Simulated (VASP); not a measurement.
A run of VASP 6.6.1:

File INCAR:

```
PREC = Accurate
ENCUT = 520
EDIFF = 1E-7
ISMEAR = 0
SIGMA = 0.05
LREAL = False
LASPH = True
NELM = 80
ALGO = Normal
ISIF = 2
LWAVE = False
LCHARG = False
LDIPOL = True
IDIPOL = 3
DIPOL = 0.5 0.5 0.312
GGA = PE
IVDW = 12
NBANDS = 42
```

Contents of KPOINTS:

```
regular mesh
0
Gamma
  6 8 1
```

File POSCAR:

```
B3N4
1.0
    5.0107822389      0.0000000000      0.0000000000
   -1.2526955597      3.3759068817      0.0000000000
    0.0000000000      0.0000000000     23.4409409452
N B
8 6
Direct
    0.0225224603      0.0900898411      0.1706416141
    0.5225224603      0.0900898411      0.1706416141
    0.3069455752      0.2277823008      0.2610541488
    0.8069455752      0.2277823008      0.2610541488
    0.0866484587      0.3466275527      0.3533460338
    0.5866484587      0.3466275527      0.3533460338
    0.4687108248      0.3748772852      0.5051393190
    0.4687108248      0.3748772852      0.5520657629
    0.2842051402      0.1368205610      0.2007528062
    0.7842051402      0.1368205610      0.2007528062
    0.0673540684      0.2694189847      0.2895469474
    0.5673540684      0.2694189847      0.2895469474
    0.3437108248      0.3748772852      0.3814241487
    0.8437108248      0.3748772852      0.3814241487
```

Potentials or basis: VASP PAW PBE potentials, release 64 (N, B).

Launch:

```console
$ cat potpaw_PBE.64/N/POTCAR potpaw_PBE.64/B/POTCAR > POTCAR
$ mpirun -np 1 vasp_std > vasp.out
```

Hardware: 1 thread of Intel(R) Xeon(R) 6975P-C (Granite Rapids), with other jobs on the host.

Question: Estimate the wall time of this run.

Answer: Wall time 15 min on 1 thread of Intel(R) Xeon(R) 6975P-C (Granite Rapids) (shared host), peak memory 0.69 GiB. Counts: scf iterations 37, k points 26.
